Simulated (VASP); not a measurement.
# Sc (Fd-3m) in VASP: a series of runs

Sc is run at these levels: PBE; tasks: single point.

Program: VASP 6.6.1. These are calculated values, not measurements. Logs are shortened: lines on timing, memory, paths and dates and some standing lists are left out, and cuts for length are marked.

### 1 The cell of the first run

The structure is cubic, space group Fd-3m (No. 227). The conventional cell has a = 6.462 Å, b = 6.462 Å, c = 6.462 Å, α = 90.00°, β = 90.00°, γ = 90.00°. Sc (site symmetry -43m) has 4 Sc at 2.80 Å within 3.7 Å.

This isn't the form of Sc at room conditions, which is hcp.

### 2 Single point, PBE

Input file INCAR:

```
SYSTEM = Sc
PREC = Accurate
ENCUT = 520
EDIFF = 1E-7
ISMEAR = -1
SIGMA = 0.06122561905347299
LREAL = .FALSE.
LASPH = .TRUE.
NELM = 80
ALGO = Fast
ISIF = 2
LWAVE = .FALSE.
LCHARG = .FALSE.
GGA = PE
NBANDS = 18
```

Input file KPOINTS:

```
regular mesh
0
G
  15 15 15
  0 0 0
```

Input file POSCAR:

```
Sc
1.0
    0.0000000000      3.2311015678      3.2311015678
    3.2311015678      0.0000000000      3.2311015678
    3.2311015678      3.2311015678      0.0000000000
Sc
2
Direct
    0.0000000000      0.0000000000      0.0000000000
    0.2500000000      0.2500000000      0.2500000000
```

Potentials or basis: VASP PAW PBE potentials, release 64 (Sc_sv).

Launch:

```bash
cat potpaw_PBE.64/Sc_sv/POTCAR > POTCAR
mpirun -np 1 vasp_std > vasp.out
```

OUTCAR:

```text
SYSTEM = Sc
   PREC = Accurate
   ENCUT = 520
   EDIFF = 1E-7
   ISMEAR = -1
   LREAL = .FALSE.
   LASPH = .TRUE.
   NELM = 80
   ISIF = 2
   GGA = PE

 ion  position               nearest neighbor table
   1  0.000  0.000  0.000-   2 2.80   2 2.80   2 2.80   2 2.80
   2  0.250  0.250  0.250-   1 2.80   1 2.80   1 2.80   1 2.80

  LATTYP: Found a face centered cubic cell.
 ALAT       =     6.4622031356

  Lattice vectors:

 A1 = (   0.0000000000,   3.2311015678,   3.2311015678)
 A2 = (   3.2311015678,   0.0000000000,   3.2311015678)
 A3 = (   3.2311015678,   3.2311015678,   0.0000000000)

Analysis of symmetry for initial positions (statically):
=====================================================================
 Subroutine PRICEL returns:
 Original cell was already a primitive cell.

 Routine SETGRP: Setting up the symmetry group for a
 face centered cubic supercell.

 Subroutine GETGRP returns: Found 48 space group operations
 (whereof 24 operations were pure point group operations)
 out of a pool of 48 trial point group operations.

The static configuration has the point symmetry T_d .
 The point group associated with its full space group is O_h .

Analysis of symmetry for dynamics (positions and initial velocities):
=====================================================================
 Subroutine PRICEL returns:
 Original cell was already a primitive cell.

 Routine SETGRP: Setting up the symmetry group for a
 face centered cubic supercell.

 Subroutine GETGRP returns: Found 48 space group operations
 (whereof 24 operations were pure point group operations)
 out of a pool of 48 trial point group operations.

The dynamic configuration has the point symmetry T_d .
 The point group associated with its full space group is O_h .

 Subroutine INISYM returns: Found 48 space group operations
 (whereof 24 operations are pure point group operations),
 and found     1 'primitive' translations

----------------------------------------------------------------------------------------

                                     Primitive cell

  volume of cell :      67.4655

  direct lattice vectors                    reciprocal lattice vectors
     0.000000000  3.231101568  3.231101568    -0.154745987  0.154745987  0.154745987
[... 80 lines left out ...]
   ISPIN  =      1    spin polarized calculation?
   LNONCOLLINEAR =      F non collinear calculations
   LSORBIT =      F    spin-orbit coupling
   LASPH  =      T    aspherical Exc in radial PAW
   ENCUT  =  520.0 eV  38.22 Ry    6.18 a.u.   8.50  8.50  8.50*2*pi/ulx,y,z
   NELM   =     80;   NELMIN=  2; NELMDL= -5     # of ELM steps
   EDIFF  = 0.1E-06   stopping-criterion for ELM
   LREAL  =      F    real-space projection
   EDIFFG = 0.1E-05   stopping-criterion for IOM
   NSW    =      0    number of steps for IOM
   IBRION =     -1    ionic relax: 0-MD 1-quasi-New 2-CG
   NFREE  =      0    steps in history (QN), initial steepest desc. (CG)
   ISIF   =      2    stress and relaxation
   ISYM   =      2    0-nonsym 1-usesym 2-fastsym
   POTIM  = 0.5000    time-step for ionic-motion
   TEBEG  =    0.0;   TEEND  =   0.0 temperature during run
   PSTRESS=    0.0 pullay stress
   NELECT =      22.0000    total number of electrons
   NUPDOWN=      -1.0000    fix difference up-down
   EMIN   =  10.00;   EMAX   =-10.00  energy-range for DOS
   EFERMI =   0.00;   METHOD = LEGACY
   ISMEAR =    -1;   SIGMA  =   0.06  broadening in eV -4-tet -1-fermi 0-gaus
   EFERMI_NEDOS =   21; number of points for ismear=-14 and -15
   IALGO  =     68    algorithm
   IMIX   =      4    mixing-type and parameters
     AMIX     =   0.40;   BMIX     =  1.00
     AMIX_MAG =   1.60;   BMIX_MAG =  1.00
  volume/ion in A,a.u.               =      33.73       227.64
  Fermi-wavevector in a.u.,A,eV,Ry     =   1.126821  2.129384 17.275680  1.269727
  Thomas-Fermi vector in A             =   2.263505
   LORBIT       =      0    0 simple, 1 ext, 2 COOP (PROOUT), +10 PAW based schemes
   GGA     = PE    functional components
   LHFCALC =     F    Hartree Fock is set to
   AEXX    =    0.0000 exact exchange contribution
   IVDW    =     0    specifies the selected vdW correction
   LEPSILON=     F    determine dielectric tensor
   LRPA    =     F    only Hartree local field effects (RPA)
 non-spin polarized calculation
 RMM-DIIS sequential band-by-band and
  energy-cutoff  :      520.00
  volume of cell :       67.47
 maximum number of plane-waves:      1853
 NGX is ok and might be reduce to    36
   NGX = 17   NGY = 17   NGZ = 17

 number of electron      22.0000001 magnetization

 Free energy of the ion-electron system (eV)
  ---------------------------------------------------
  ext. energy  EPLUGINS =         0.00000000
  ---------------------------------------------------
  free energy    TOTEN  =        -8.55065867 eV

  energy without entropy =       -8.48610334  energy(sigma->0) =       -8.51838101

 E-fermi :   1.8540     XC(G=0):  -8.4833

 val. band max:        1.8506913226   @ k =  -0.4667   0.4667   0.0667
 cond. band min:       1.8558565279   @ k =  -0.1333   0.2000   0.0667
 fundamental gap:      0.0051652052
 Fermi energy:         1.8539799424

 k-point     1 :       0.0000    0.0000    0.0000
  band No.  band energies     occupation
      1     -48.0797      2.00000
      2     -47.8498      2.00000
      3     -26.8534      2.00000
      4     -26.8534      2.00000
      5     -26.8534      2.00000
      6     -26.4416      2.00000
[... 481 lines left out ...]
      5     -26.8286      2.00000
      6     -26.4696      2.00000
[... 10 lines left out ...]
     17       3.5417      0.00000
     18       5.1189      0.00000

 [... further k-points ...]

------------------------ aborting loop because EDIFF is reached ----------------------------------------

  FORCE on cell =-STRESS in cart. coord.  units (eV):
  Direction    XX          YY          ZZ          XY          YZ          ZX
  --------------------------------------------------------------------------------------
  -------------------------------------------------------------------------------------
  Total        0.0813058      0.0813058      0.0813058     -0.0000000     -0.0000000      0.0000000
  in kB        1.9308579      1.9308579      1.9308579     -0.0000000     -0.0000000      0.0000000
  external PRESSURE =       1.9308579 kB  Pullay stress =       0.0000000 kB

 VOLUME and BASIS-vectors are now :
 -----------------------------------------------------------------------------
  energy-cutoff  :      520.00
  volume of cell :       67.47
      direct lattice vectors                 reciprocal lattice vectors
     0.000000000  3.231101568  3.231101568    -0.154745987  0.154745987  0.154745987
     3.231101568  0.000000000  3.231101568     0.154745987 -0.154745987  0.154745987
     3.231101568  3.231101568  0.000000000     0.154745987  0.154745987 -0.154745987

 POSITION                                       TOTAL-FORCE (eV/Angst)
 -----------------------------------------------------------------------------------
      0.00000      0.00000      0.00000        -0.000000     -0.000000     -0.000000
      1.61555      1.61555      1.61555         0.000000      0.000000      0.000000
 -----------------------------------------------------------------------------------
    total drift:                                0.000000      0.000000      0.000000

  FREE ENERGIE OF THE ION-ELECTRON SYSTEM (eV)
  ---------------------------------------------------
  free  energy   TOTEN  =        -8.5506586690 eV

  energy  without entropy=       -8.4861033412  energy(sigma->0) =       -8.51838101
```

stdout:

```text
POSCAR found type information on POSCAR Sc
 POSCAR found :  1 types and       2 ions
 scaLAPACK will be used
 LDA part: xc-table for (Slater+PW92), standard interpolation
 POSCAR, INCAR and KPOINTS ok, starting setup
 FFT: planning ... GRIDC
 FFT: planning ... GRID_SOFT
 FFT: planning ... GRID
 WAVECAR not read
 entering main loop
```

It took 2.3 min on 1 thread of Intel Xeon Platinum 8488C (Sapphire Rapids), shared host; peak memory 0.28 GiB.

Results:

| Property | Result |
| --- | --- |
| Free energy | -8.5507 eV |
| Pressure | 0.2 GPa |
| Band gap on the k mesh | zero (bands 11 and 12 overlap by 0.55 eV) |

Levels at points of the mesh, in eV from the Fermi level:
```
           k point  band 9  band 10  band 11  band 12  band 13  band 14
(0.00, 0.00, 0.00)   -4.09     0.01     0.01     0.23     0.23     0.23
```

### 3 Single point, PBE

Input file INCAR:

```
ALGO = Fast
EDIFF = 1E-6
ENCUT = 520
GGA = PE
ISIF = 2
ISMEAR = -1
LASPH = True
LCHARG = False
LREAL = False
LWAVE = False
NBANDS = 18
NELM = 80
PREC = Accurate
SIGMA = 0.06122561905347299
```

Input file KPOINTS:

```
k-points
0
Gamma
  15 15 15
```

POSCAR is that of step 2.

Potentials or basis: VASP PAW PBE potentials, release 64 (Sc_sv).

Launch:

```bash
cat potpaw_PBE.64/Sc_sv/POTCAR > POTCAR
mpirun -np 1 vasp_std > vasp.out
```

Run time: 2.3 min. Hardware: 1 thread of Intel Xeon Platinum 8488C (Sapphire Rapids), shared host; peak memory 0.28 GiB.

It converged, with:

```yaml
Free_energy: -8.5507 eV
Pressure: 0.2 GPa
Band_gap_on_the_k_mesh: zero (bands 11 and 12 overlap by 0.55 eV)
```

Levels at points of the mesh, in eV from the Fermi level:
```tsv
k point	band 7	band 8	band 9	band 10	band 11	band 12	band 13	band 14	band 15	band 16
(0.00, 0.00, 0.00)	-28.30	-28.30	-4.09	0.01	0.01	0.23	0.23	0.23	1.62	1.62
```
